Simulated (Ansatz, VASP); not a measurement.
TiSi2 in VASP and in Ansatz

The input INCAR:

```
SYSTEM = TiSi2
ALGO = Normal
EDIFF = 1E-7
ENCUT = 520
GGA = PE
ISIF = 2
ISMEAR = 0
LASPH = .TRUE.
LCHARG = .FALSE.
LREAL = .FALSE.
LWAVE = .FALSE.
NBANDS = 29
NELM = 100
PREC = Accurate
SIGMA = 0.15
```

Contents of KPOINTS:

```
k-points
0
G
  14 14 14
  0 0 0
```

Contents of POSCAR:

```
TiSi2
1.0
    0.0000000000      4.1351811263      4.2795976070
    2.4038689094      0.0000000000      4.2795976070
    2.4038689094      4.1351811263      0.0000000000
Ti Si
2 4
Direct
    0.7500000000      0.7500000000      0.7500000000
    0.5000000000      0.5000000000      0.5000000000
    0.0868244591      0.4131755409      0.0868244591
    0.4131755409      0.0868244591      0.4131755409
    0.1631755409      0.8368244591      0.1631755409
    0.8368244591      0.1631755409      0.8368244591
```

Input for Ansatz:

```yaml
crystal:
  lattice:
    - [0.0, 4.1351811254, 4.2795976059]
    - [2.4038689114, 0.0, 4.2795976059]
    - [2.4038689114, 4.1351811254, 0.0]
  atoms:
    - { symbol: Ti, position: [0.75, 0.75, 0.75] }
    - { symbol: Ti, position: [0.5, 0.5, 0.5] }
    - { symbol: Si, position: [0.0868244589, 0.4131755411, 0.0868244589] }
    - { symbol: Si, position: [0.4131755411, 0.0868244589, 0.4131755411] }
    - { symbol: Si, position: [0.1631755411, 0.8368244589, 0.1631755411] }
    - { symbol: Si, position: [0.8368244589, 0.1631755411, 0.8368244589] }
basis:
  ecutwfc: 420
kpoints:
  mp_grid: { grid: [14, 14, 14] }
hamiltonian:
  xc: pbe
scf:
  occupations: { method: gaussian, width: 0.15 }
output:
  forces: true
  stress: true
  eigenvalues: true
```

Alike in both runs: task single point; functional PBE; k mesh 14 × 14 × 14; occupations gaussian, width 0.15 eV; no spin polarisation.

|  | VASP | Ansatz |
| --- | --- | --- |
| version | VASP 6.6.1 | Ansatz 0.2.0 |
| potentials or method | VASP PAW PBE potentials, release 64 (Ti_sv, Si), cutoff 520 eV | scalar-relativistic, plane waves, PAW |
| valence electrons in the cell | 40 | 40 |

```csv
,VASP,Ansatz,Ansatz less VASP
gap on the k mesh at the Fermi level (eV),none,none,-
pressure (GPa),0.0,0.0,+0.04
"traceless stress, the component that is largest in VASP (GPa)",0.28,0.28,-0.004
rms of the force components (eV/Å),0.003,0.003,-0.0004
```

Atom by atom the forces differ by 0.000 eV/Å (rms over components). A gap of «none» marks a metal or a gap that the smearing closes. The functional is the same, so the differences come from potentials, cutoffs and numerics.
